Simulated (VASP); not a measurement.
Runs of VASP 6.6.1 on NaLuSbH. The structure is that of space group P4/mmm (No. 123), or close to it. The cells are those of the table. 

```csv
task,cell,k mesh,cutoff (eV),gap on the mesh (eV),pressure (GPa)
single point,"a = 3.948, b = 3.948, c = 5.394 Å, 4 atoms",4 × 4 × 4,520,none,(a)
relaxation of cell and atoms,"relaxed from a = 4.111, b = 4.111, c = 5.767 Å, 4 atoms",12 × 12 × 8,600,none,0.0
single point,"a = 4.132, b = 4.132, c = 5.759 Å, 4 atoms",12 × 12 × 8,520,none,0.1
single point,"a = 4.111, b = 4.111, c = 5.767 Å, 4 atoms",4 × 4 × 4,520,none,0.2
```

Alike in all rows: level PBE; potentials or basis VASP PAW PBE potentials, release 64 (Na_pv, Lu, Sb, H); no spin polarisation; smearing gaussian 0.1 eV.

**Question.** Estimate the missing entries.

**Answer.** (a) 9.2.

Caveats: some runs use coarse meshes; spin-orbit coupling is left out, which moves the levels of the heavy elements.

A k mesh can miss the band edges, and the runs leave out spin-orbit coupling on Lu, Sb.

A gap of «none» marks levels without a gap at the run's occupations.
